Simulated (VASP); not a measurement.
Here is a VASP 6.6.1 calculation.

File INCAR:

```
SYSTEM = Al3H
ALGO = Normal
EDIFF = 1E-7
ENCUT = 520
GGA = PE
ISIF = 2
ISMEAR = 0
LASPH = .TRUE.
LCHARG = .FALSE.
LREAL = .FALSE.
LWAVE = .FALSE.
NBANDS = 13
NELM = 60
PREC = Accurate
SIGMA = 0.1
```

Contents of KPOINTS:

```
k-points
0
G
  18 18 6
  0 0 0
```

The input POSCAR:

```
Al3H
1.0
    2.8407897748      0.0000000000      0.0000000000
   -1.4203948874      2.4601961118      0.0000000000
    0.0000000000      0.0000000000      7.6678075305
Al H
3 1
Direct
    0.0000000000      0.0000000000      0.0000000000
    0.6666666667      0.3333333333      0.6882429540
    0.6666666667      0.3333333333      0.3117570460
    0.0000000000      0.0000000000      0.5000000000
```

Potentials or basis: VASP PAW PBE potentials, release 64 (Al, H).

Run with:

```console
$ cat potpaw_PBE.64/Al/POTCAR potpaw_PBE.64/H/POTCAR > POTCAR
$ mpirun -np 1 vasp_std > vasp.out
```

Estimate the pressure.

-0.1 GPa.

Estimate the band gap on the k mesh.

zero (bands 5 and 6 overlap by 5.85 eV).
